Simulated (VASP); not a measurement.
# Sb (R-3m) in VASP: a series of runs, part 2 of 2

VASP 6.6.1. The steps go on from the part before.

## Step 6: Single point, PBE

Contents of INCAR:

```
ALGO = Normal ; EDIFF = 1E-6
ENCUT = 520 ; GGA = PE
ISIF = 2 ; ISMEAR = 0
LASPH = T ; LCHARG = F
LREAL = F ; LWAVE = F
NBANDS = 12 ; NELM = 100
PREC = Accurate ; SIGMA = 0.05
```

Contents of KPOINTS:

```
k-points
0
Gamma
  6 6 6
```

Contents of POSCAR:

```
Sb
1.0
    2.1542000000      1.2437279499      3.7580000000
   -2.1542000000      1.2437279499      3.7580000000
    0.0000000000     -2.4874558998      3.7580000000
Sb
2
Direct
    0.7665100000      0.7665100000      0.7665100000
    0.2334900000      0.2334900000      0.2334900000
```

Potentials or basis: VASP PAW PBE potentials, release 64 (Sb).

The run is started by

```console
> cat potpaw_PBE.64/Sb/POTCAR > POTCAR
> mpirun -np 1 vasp_std > vasp.out
```

OUTCAR:

```text
EDIFF = 1E-6
   ENCUT = 520
   GGA = PE
   ISIF = 2
   ISMEAR = 0
   LASPH = T
   LREAL = F
   NELM = 100
   PREC = Accurate

 ion  position               nearest neighbor table
   1  0.767  0.767  0.767-   2 2.91   2 2.91   2 2.91   2 3.35   2 3.35   2 3.35
   2  0.233  0.233  0.233-   1 2.91   1 2.91   1 2.91   1 3.35   1 3.35   1 3.35

  LATTYP: Found a trigonal (rhomboedric) cell.
 ALAT       =     4.5066618304
 COS(alpha) =     0.5430253624

  Lattice vectors:

 A1 = (   2.1542000000,   1.2437279499,   3.7580000000)
 A2 = (  -2.1542000000,   1.2437279499,   3.7580000000)
 A3 = (   0.0000000000,  -2.4874558998,   3.7580000000)

Analysis of symmetry for initial positions (statically):
=====================================================================
 Subroutine PRICEL returns:
 Original cell was already a primitive cell.

 Routine SETGRP: Setting up the symmetry group for a
 trigonal (rhombohedral) supercell.

 Subroutine GETGRP returns: Found 12 space group operations
 (whereof 12 operations were pure point group operations)
 out of a pool of 12 trial point group operations.

The static configuration has the point symmetry D_3d.

Analysis of symmetry for dynamics (positions and initial velocities):
=====================================================================
 Subroutine PRICEL returns:
 Original cell was already a primitive cell.

 Routine SETGRP: Setting up the symmetry group for a
 trigonal (rhombohedral) supercell.

 Subroutine GETGRP returns: Found 12 space group operations
 (whereof 12 operations were pure point group operations)
 out of a pool of 12 trial point group operations.

The dynamic configuration has the point symmetry D_3d.

 Subroutine INISYM returns: Found 12 space group operations
 (whereof 12 operations are pure point group operations),
 and found     1 'primitive' translations

----------------------------------------------------------------------------------------

                                     Primitive cell

  volume of cell :      60.4115

  direct lattice vectors                    reciprocal lattice vectors
     2.154200000  1.243727950  3.758000000     0.232104726  0.134005726  0.088699663
    -2.154200000  1.243727950  3.758000000    -0.232104726  0.134005726  0.088699663
     0.000000000 -2.487455900  3.758000000     0.000000000 -0.268011452  0.088699663

  length of vectors
     4.506661830  4.506661830  4.506661830     0.282307932  0.282307932  0.282307932

  position of ions in fractional coordinates (direct lattice)
     0.766510000  0.766510000  0.766510000
     0.233490000  0.233490000  0.233490000

  ion indices of the primitive-cell ions
   primitive index   ion index
                 1           1
                 2           2

----------------------------------------------------------------------------------------

 KPOINTS: k-points

Automatic generation of k-mesh.
 Grid dimensions read from file:
 generate k-points for:    6    6    6

 Generating k-lattice:

  Cartesian coordinates                     Fractional coordinates (reciprocal lattice)
     0.038684121  0.022334288  0.014783277     0.166666667  0.000000000  0.000000000
[... 40 lines left out ...]
 [... further k-points ...]
   k-points           NKPTS =     32   k-points in BZ     NKDIM =     32   number of bands    NBANDS=     12
   number of dos      NEDOS =    301   number of ions     NIONS =      2
   total plane-waves  NPLWV =  46656
   dimension x,y,z NGX =    36 NGY =   36 NGZ =   36
   dimension x,y,z NGXF=    72 NGYF=   72 NGZF=   72
   ions per type =               2
   NGX,Y,Z   is equivalent  to a cutoff of  13.28, 13.28, 13.28 a.u.
   NGXF,Y,Z  is equivalent  to a cutoff of  26.56, 26.56, 26.56 a.u.
 SYSTEM =  unknown system
   PREC   = accura    normal or accurate (medium, high low for compatibility)
   ISTART =      0    job   : 0-new  1-cont  2-samecut
   ICHARG =      2    charge: 1-file 2-atom 10-const
   ISPIN  =      1    spin polarized calculation?
   LNONCOLLINEAR =      F non collinear calculations
   LSORBIT =      F    spin-orbit coupling
   LASPH  =      T    aspherical Exc in radial PAW
   ENCUT  =  520.0 eV  38.22 Ry    6.18 a.u.   8.38  8.38  8.38*2*pi/ulx,y,z
   NELM   =    100;   NELMIN=  2; NELMDL= -5     # of ELM steps
   EDIFF  = 0.1E-05   stopping-criterion for ELM
   LREAL  =      F    real-space projection
   EDIFFG = 0.1E-04   stopping-criterion for IOM
   NSW    =      0    number of steps for IOM
   IBRION =     -1    ionic relax: 0-MD 1-quasi-New 2-CG
   NFREE  =      0    steps in history (QN), initial steepest desc. (CG)
   ISIF   =      2    stress and relaxation
   ISYM   =      2    0-nonsym 1-usesym 2-fastsym
   POTIM  = 0.5000    time-step for ionic-motion
   TEBEG  =    0.0;   TEEND  =   0.0 temperature during run
   PSTRESS=    0.0 pullay stress
   NELECT =      10.0000    total number of electrons
   NUPDOWN=      -1.0000    fix difference up-down
   EMIN   =  10.00;   EMAX   =-10.00  energy-range for DOS
   EFERMI =   0.00;   METHOD = LEGACY
   ISMEAR =     0;   SIGMA  =   0.05  broadening in eV -4-tet -1-fermi 0-gaus
   EFERMI_NEDOS =   21; number of points for ismear=-14 and -15
   IALGO  =     38    algorithm
   IMIX   =      4    mixing-type and parameters
     AMIX     =   0.40;   BMIX     =  1.00
     AMIX_MAG =   1.60;   BMIX_MAG =  1.00
  volume/ion in A,a.u.               =      30.21       203.84
  Fermi-wavevector in a.u.,A,eV,Ry     =   0.898880  1.698637 10.993305  0.807985
  Thomas-Fermi vector in A             =   2.021644
   LORBIT       =      0    0 simple, 1 ext, 2 COOP (PROOUT), +10 PAW based schemes
   GGA     = PE    functional components
   LHFCALC =     F    Hartree Fock is set to
   AEXX    =    0.0000 exact exchange contribution
   IVDW    =     0    specifies the selected vdW correction
   LEPSILON=     F    determine dielectric tensor
   LRPA    =     F    only Hartree local field effects (RPA)
 non-spin polarized calculation
 Gauss-broadening in eV      SIGMA  =   0.05
  energy-cutoff  :      520.00
  volume of cell :       60.41
 maximum number of plane-waves:      1639
 NGX is ok and might be reduce to    36
   NGX = 17   NGY = 17   NGZ = 17

 number of electron      10.0000000 magnetization

 Free energy of the ion-electron system (eV)
  ---------------------------------------------------
  ext. energy  EPLUGINS =         0.00000000
  ---------------------------------------------------
  free energy    TOTEN  =        -8.26813290 eV

  energy without entropy =       -8.26731135  energy(sigma->0) =       -8.26772212

 E-fermi :   7.3499     XC(G=0):  -9.5311

 val. band max:        7.0816084278   @ k =   0.5000  -0.0000   0.0000
 cond. band min:       7.3506263824   @ k =   0.3333   0.1667   0.1667
 fundamental gap:      0.2690179545
 Fermi energy:         7.3498976924

 k-point     1 :       0.0000    0.0000    0.0000
  band No.  band energies     occupation
      1      -5.4364      2.00000
      2       2.4904      2.00000
      3       5.2192      2.00000
      4       5.4865      2.00000
      5       5.4865      2.00000
      6       9.3550      0.00000
      7       9.9833      0.00000
      8       9.9833      0.00000
      9      12.3674      0.00000
     10      12.3674      0.00000
     11      12.5240      0.00000
     12      13.8734      0.00000
[... 331 lines left out ...]
 k-point    24 :      -0.3333    0.5000    0.1667
  band No.  band energies     occupation
      1      -2.7780      2.00000
      2      -1.4050      2.00000
      3       1.9743      2.00000
      4       2.8652      2.00000
      5       5.4462      2.00000
      6       9.2223      0.00000
      7      10.5673      0.00000
      8      12.9453      0.00000
      9      13.2295      0.00000
     10      14.3284      0.00000
     11      17.0539      0.00000
     12      17.9088      0.00000

 [... further k-points ...]

------------------------ aborting loop because EDIFF is reached ----------------------------------------

  FORCE on cell =-STRESS in cart. coord.  units (eV):
  Direction    XX          YY          ZZ          XY          YZ          ZX
  --------------------------------------------------------------------------------------
  -------------------------------------------------------------------------------------
  Total        1.1225102      1.1225102      0.9877519      0.0000000      0.0000000      0.0000000
  in kB       29.7701791     29.7701791     26.1962429      0.0000000      0.0000000      0.0000000
  external PRESSURE =      28.5788670 kB  Pullay stress =       0.0000000 kB

 VOLUME and BASIS-vectors are now :
 -----------------------------------------------------------------------------
  energy-cutoff  :      520.00
  volume of cell :       60.41
      direct lattice vectors                 reciprocal lattice vectors
     2.154200000  1.243727950  3.758000000     0.232104726  0.134005726  0.088699663
    -2.154200000  1.243727950  3.758000000    -0.232104726  0.134005726  0.088699663
     0.000000000 -2.487455900  3.758000000     0.000000000 -0.268011452  0.088699663

 POSITION                                       TOTAL-FORCE (eV/Angst)
 -----------------------------------------------------------------------------------
      0.00000      0.00000      8.64163         0.000000     -0.000000     -0.106047
      0.00000      0.00000      2.63237         0.000000      0.000000      0.106047
 -----------------------------------------------------------------------------------
    total drift:                                0.000000     -0.000000     -0.000000

  FREE ENERGIE OF THE ION-ELECTRON SYSTEM (eV)
  ---------------------------------------------------
  free  energy   TOTEN  =        -8.2681328973 eV

  energy  without entropy=       -8.2673113456  energy(sigma->0) =       -8.26772212
```

Wall time 54 s (1 thread of Intel Xeon 8259CL, shared host); peak memory 0.17 GiB.

Results:

| Quantity | Value |
| --- | --- |
| Free energy | -8.2681 eV |
| Pressure | 2.9 GPa |
| Largest force | 0.106 eV/Å |
| Band gap on the k mesh | zero (bands 5 and 6 overlap by 0.27 eV) |

Forces in eV/Å, atoms in the order of the input:
```
Sb   0.000  0.000 -0.106
Sb   0.000  0.000  0.106
```

Caveat: spin-orbit coupling is left out, which moves the levels of the heavy elements.

## Step 7: The runs side by side

```csv
level,potentials or basis,cell,k mesh,cutoff (eV),smearing,grid for exact exchange (PRECFOCK),share of exact exchange,gap on the mesh (eV),pressure (GPa),largest force (eV/Å)
BLYP,"VASP PAW PBE potentials, release 64 (Sb_d_GW)","a = 4.507 Å, angles 57.1°, 2 atoms",8 × 8 × 8,500,fermi-dirac 0.05 eV,-,-,none,6.9,0.14
PBE0,"VASP PAW PBE potentials, release 64 (Sb_d_GW)","a = 4.566 Å, angles 57.1°, 2 atoms",4 × 4 × 4,400,fermi-dirac 0.05 eV,Normal,0.25,0.95,-2.0,0.57
PBE exchange alone,"VASP PAW PBE potentials, release 64 (Sb_d_GW)","a = 4.507 Å, angles 57.1°, 2 atoms",8 × 8 × 8,500,fermi-dirac 0.1 eV,-,-,none,12.3,0.32
PBE,"VASP PAW PBE potentials, release 64 (Sb)","a = 4.507 Å, angles 57.1°, 2 atoms",6 × 6 × 6,520,gaussian 0.05 eV,-,-,none,2.9,0.11
```

Alike in all rows: task single point; no spin polarisation.

Caveats: some runs use coarse meshes; spin-orbit coupling is left out, which moves the levels of the heavy elements; the cell stands under pressure (at least some runs); the PAW data sets were made with another functional, which shifts forces and pressure a little (at least some runs).

Absolute energies hang on the potentials; compare differences alone.

The gap in the log of VASP goes by the Fermi energy; the results here count the filled bands.